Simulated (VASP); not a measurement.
Wanted: the native input for a VASP 6.6.1 run.

| Quantity | Value |
| --- | --- |
| Task | single point |
| Functional | PBE |
| Potentials or basis | VASP PAW PBE potentials, release 64 (I, B, H) |
| Cutoff | 520 eV |
| k mesh | 8 × 8 × 8 |
| Occupations | fermi-dirac, width 0.0419 eV |
| Spin | no spin polarisation |
| Dipole correction | no |
| Further INCAR settings | ALGO = Normal; EDIFF = 1e-07; NBANDS = 18 |

The structure of BH2I2 lies in POSCAR:

```
BH2I2
1.0
   -3.7342060000      0.0000000000      2.4156700000
    3.7342060000      0.0000000000      2.4156700000
    0.0000000000      6.6193860000      2.4156700000
I B H
2 1 2
Direct
    0.1069500000      0.1069500000      0.2704600000
    0.3774100000      0.3774100000      0.7295400000
    0.9967400000      0.9967400000      0.0000000000
    0.7645800000      0.9884200000      0.0000000000
    0.9884200000      0.7645800000      0.0000000000
```

One way to write it, as run:

INCAR

```
SYSTEM = BH2I2
PREC     = Accurate       ! precision mode
ENCUT    = 520            ! plane-wave cutoff, eV
EDIFF    = 1E-7           ! SCF threshold, eV
ISMEAR   = -1             ! smearing method
SIGMA    = 0.0419         ! smearing width, eV
LREAL    = .FALSE.        ! projectors in reciprocal space
LASPH    = .TRUE.         ! aspherical terms in the spheres
NELM     = 80             ! most SCF steps
ALGO     = Normal         ! electronic algorithm
ISIF     = 2              ! what is computed and relaxed
LWAVE    = .FALSE.        ! write WAVECAR
LCHARG   = .FALSE.        ! write CHGCAR
GGA      = PE             ! functional
NBANDS   = 18             ! bands
```

KPOINTS

```
Automatic mesh
0
G
  8 8 8
  0 0 0
```

Potentials or basis: VASP PAW PBE potentials, release 64 (I, B, H).

The run is started by

```console
$ cat potpaw_PBE.64/I/POTCAR potpaw_PBE.64/B/POTCAR potpaw_PBE.64/H/POTCAR > POTCAR
$ mpirun -np 1 vasp_std > vasp.out
```

It gave:

```
Pressure               : 8.3 GPa
Largest force          : 6.691 eV/Å
Band gap on the k mesh : zero (an odd number of electrons rules out a gap without spin polarisation)
```

Caveat: the stress differs along the axes, from 4 to 13 GPa; spin-orbit coupling is left out, which moves the levels of the heavy elements; this functional lacks dispersion, which binds layers or chains, so the pressure and a relaxed spacing across them are unreliable; an odd number of electrons without spin polarisation forces a metal; a magnetic or distorted state may lie lower.

Run time: 4.3 min on 1 thread of Oxide Virtual Turin-like Processor, on a shared host, peak memory 0.35 GiB.
